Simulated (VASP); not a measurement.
Wanted: the native input for a VASP 6.6.1 run.

| Quantity | Value |
| --- | --- |
| Task | single point |
| Functional | PBEsol |
| Potentials or basis | VASP PAW PBE potentials, release 64 (K_sv) |
| Cutoff | 520 eV |
| k mesh | 9 × 9 × 9 |
| Occupations | fermi-dirac, width 0.1 eV |
| Spin | no spin polarisation |
| Dipole correction | no |
| Further INCAR settings | ALGO = Normal; EDIFF = 1e-06; NBANDS = 10 |

The structure of K lies in POSCAR:

```
K
1.0
    3.4215185623      0.0000000000      0.0000000000
    0.0000000000      3.4215185623      0.0000000000
    0.0000000000      0.0000000000      3.4215185623
K
1
Direct
    0.0000000000      0.0000000000      0.0000000000
```

This cell differs from its parent crystal: volume scaled by 0.52.

These files were run (other wordings do the same):

INCAR

```
ALGO = Normal
EDIFF = 1E-6
ENCUT = 520
GGA = PS
ISIF = 2
ISMEAR = -1
LASPH = T
LCHARG = F
LREAL = F
LWAVE = F
NBANDS = 10
NELM = 60
PREC = Accurate
SIGMA = 0.1
```

KPOINTS

```
k-points
0
Gamma
  9 9 9
```

Potentials or basis: VASP PAW PBE potentials, release 64 (K_sv).

Run with:

```console
$ cat potpaw_PBE.64/K_sv/POTCAR > POTCAR
$ mpirun -np 1 vasp_std > vasp.out
```

Results of the run:

* Pressure: 6.0 GPa

Caveat: the PAW data sets were made with another functional, which shifts forces and pressure a little.

Wall time 6.7 s on 1 thread of Intel(R) Xeon(R) 6975P-C (Granite Rapids), with other jobs on the host, peak memory 0.15 GiB.
